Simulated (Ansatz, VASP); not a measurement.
# C: VASP beside Ansatz

File POSCAR:

```
C
1.0
    1.7801417073     -1.7801417073      0.0000000000
    1.7801417073      0.0000000000     -1.7801417073
    7.6979170985      7.6979170985      7.6979170985
C
12
Direct
    0.6666666667      0.6666666667      0.2505514384
    0.0000000000      0.0000000000      0.0963849122
    0.3333333333      0.3333333333      0.4047179646
    0.6666666667      0.6666666667      0.7130510171
    1.0000000000      1.0000000000      0.5588844909
    0.3333333333      0.3333333333      0.8672175433
    0.6666666667      0.6666666667      0.3661763331
    1.0000000000      1.0000000000      0.2120098069
    0.3333333333      0.3333333333      0.5203428593
    0.6666666667      0.6666666667      0.8286759117
    0.0000000000      0.0000000000      0.6745093855
    0.3333333333      0.3333333333      0.0578432806
```

Contents of INCAR.step1:

```
ALGO = Normal ; EDIFF = 1E-4
ENCUT = 520 ; GGA = PE
ISMEAR = 0 ; LASPH = True
LCHARG = False ; LREAL = False
LWAVE = True ; NBANDS = 36
NELM = 100 ; PREC = Accurate
SIGMA = 0.05
```

File INCAR.step2:

```
ALGO = Normal ; EDIFF = 1E-6
ENCUT = 520 ; ISIF = 2
ISMEAR = 0 ; ISTART = 1
LASPH = True ; LCHARG = False
LMIXTAU = True ; LREAL = False
LWAVE = False ; METAGGA = R2SCAN
NBANDS = 36 ; NELM = 100
PREC = Accurate ; SIGMA = 0.05
```

KPOINTS

```
k-points
0
Gamma
  10 10 2
```

Input for Ansatz:

```yaml
crystal:
  lattice:
    - [1.7801417073, -1.7801417073, 0.0]
    - [1.7801417073, 0.0, -1.7801417073]
    - [7.6979170985, 7.6979170985, 7.6979170985]
  atoms:
    - { symbol: C, position: [0.6666666667, 0.6666666667, 0.2505514384] }
    - { symbol: C, position: [0.0, 0.0, 0.0963849122] }
    - { symbol: C, position: [0.3333333333, 0.3333333333, 0.4047179646] }
    - { symbol: C, position: [0.6666666667, 0.6666666667, 0.7130510171] }
    - { symbol: C, position: [1.0, 1.0, 0.5588844909] }
    - { symbol: C, position: [0.3333333333, 0.3333333333, 0.8672175433] }
    - { symbol: C, position: [0.6666666667, 0.6666666667, 0.3661763331] }
    - { symbol: C, position: [1.0, 1.0, 0.2120098069] }
    - { symbol: C, position: [0.3333333333, 0.3333333333, 0.5203428593] }
    - { symbol: C, position: [0.6666666667, 0.6666666667, 0.8286759117] }
    - { symbol: C, position: [0.0, 0.0, 0.6745093855] }
    - { symbol: C, position: [0.3333333333, 0.3333333333, 0.0578432806] }
basis:
  ecutwfc: 500
kpoints:
  mp_grid: { grid: [10, 10, 2] }
hamiltonian:
  xc: r2scan
scf:
  occupations: { method: gaussian, width: 0.05 }
output:
  forces: true
  stress: true
  eigenvalues: true
```

Alike in both runs: task single point; functional r2SCAN; k mesh 10 × 10 × 2; occupations gaussian, width 0.05 eV; no spin polarisation.

|  | VASP | Ansatz |
| --- | --- | --- |
| version | VASP 6.6.1 | Ansatz 0.2.0 |
| potentials or method | VASP PAW PBE potentials, release 64 (C), cutoff 520 eV | scalar-relativistic, plane waves, PAW |
| valence electrons in the cell | 48 | 48 |

|  | VASP | Ansatz | Ansatz less VASP |
| --- | --- | --- | --- |
| gap on the k mesh at the Fermi level (eV) | 1.39 | 1.41 | +0.018 |
| least direct gap on the mesh (eV) | 2.08 | 2.10 | +0.019 |
| pressure (GPa) | -6.7 | -7.7 | -1.01 |
| traceless stress, the component that is largest in VASP (GPa) | -5.90 | -5.88 | +0.020 |
| rms of the force components (eV/Å) | 0.831 | 0.833 | +0.0015 |

VASP's potentials were made for PBE, not for r2SCAN. Atom by atom the forces differ by 0.012 eV/Å (rms over components).
